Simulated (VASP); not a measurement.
A run of VASP 6.6.1:

File INCAR:

```
  ALGO = Normal
  EDIFF = 1E-6
  ENCUT = 690
  GGA = PE
  GGA_COMPAT = False
  ISIF = 2
  ISMEAR = 0
  ISPIN = 2
  LASPH = True
  LCHARG = True
  LELF = True
  LMAXMIX = 4
  LORBIT = 11
  LREAL = False
  LVHAR = True
  LWAVE = False
  MAGMOM = 3
  NBANDS = 18
  NELM = 200
  PREC = Accurate
  SIGMA = 0.020999999999999998
```

KPOINTS

```
k-points
0
Gamma
  13 13 13
```

The input POSCAR:

```
Fe
1.0
   -1.4430000000      1.4430000000      1.4430000000
    1.4430000000     -1.4430000000      1.4430000000
    1.4430000000      1.4430000000     -1.4430000000
Fe
1
Direct
    0.0000000000      0.0000000000      0.0000000000
```

Potentials or basis: VASP PAW PBE potentials, release 64 (Fe_sv).

Run with:

```bash
$ cat potpaw_PBE.64/Fe_sv/POTCAR > POTCAR
$ mpirun -np 1 vasp_std > vasp.out
```

Hardware: 1 thread of AMD EPYC 9R45 96-Core Processor (Zen 5), on a shared host.

**Question.** How long does it take, and how much memory?

**Answer.** Run time: 30 s on 1 thread of AMD EPYC 9R45 96-Core Processor (Zen 5), on a shared host, peak memory 0.14 GiB. Counts: scf iterations 13, k points 84.
